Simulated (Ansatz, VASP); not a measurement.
**LiCl in VASP and in Ansatz**

The input INCAR:

```
PREC = Accurate
ENCUT = 600
EDIFF = 1E-6
ISMEAR = 0
SIGMA = 0.02
LREAL = F
LASPH = T
NELM = 60
ALGO = Normal
ISIF = 3
LWAVE = F
LCHARG = F
GGA = PE
IBRION = 2
NSW = 80
EDIFFG = -0.01
```

File KPOINTS:

```
regular mesh
0
Gamma
  8 8 8
```

File POSCAR:

```
LiCl
1.0
    0.0000000000      2.6631762910      2.6631762910
    2.6631762910      0.0000000000      2.6631762910
    2.6631762910      2.6631762910      0.0000000000
Li Cl
1 1
Direct
    0.0000000000      0.0000000000      0.0000000000
    0.5000000000      0.5000000000      0.5000000000
```

Input for Ansatz:

```yaml
crystal:
  lattice:
    - [0.0, 2.663176291, 2.663176291]
    - [2.663176291, 0.0, 2.663176291]
    - [2.663176291, 2.663176291, 0.0]
  atoms:
    - { symbol: Li, position: [0.0, 0.0, 0.0] }
    - { symbol: Cl, position: [0.5, 0.5, 0.5] }
basis:
  ecutwfc: 420
kpoints:
  mp_grid: { grid: [8, 8, 8] }
hamiltonian:
  xc: pbe
scf:
  occupations: { method: gaussian, width: 0.02 }
output:
  forces: true
  stress: true
  eigenvalues: true
relax:
  adjacent_minimum: "off"
  f_tol: 0.01
  max_steps: 60
  cell: { stress_tol: 0.1 }
```

Alike in both runs: task relaxation of cell and atoms; functional PBE; k mesh 8 × 8 × 8; occupations gaussian, width 0.02 eV; no spin polarisation.

```csv
,VASP,Ansatz
version,VASP 6.6.1,Ansatz 0.2.0
potentials or method,"VASP PAW PBE potentials, release 64 (Li_sv, Cl), cutoff 600 eV","scalar-relativistic, plane waves, PAW"
valence electrons in the cell,10,10
```

|  | VASP | Ansatz | Ansatz less VASP |
| --- | --- | --- | --- |
| gap on the k mesh at the Fermi level, each at its own relaxed structure (eV) | 6.29 | 6.26 | -0.037 |
| relaxed volume (Å³/atom) | 17.01 | 17.08 | +0.076 |
| relaxed cell length with the largest relative difference (Å) | 3.637 | 3.642 | +0.0054 |

Noted on VASP's run: the cutoff is short for stress, so the pressure is rough.
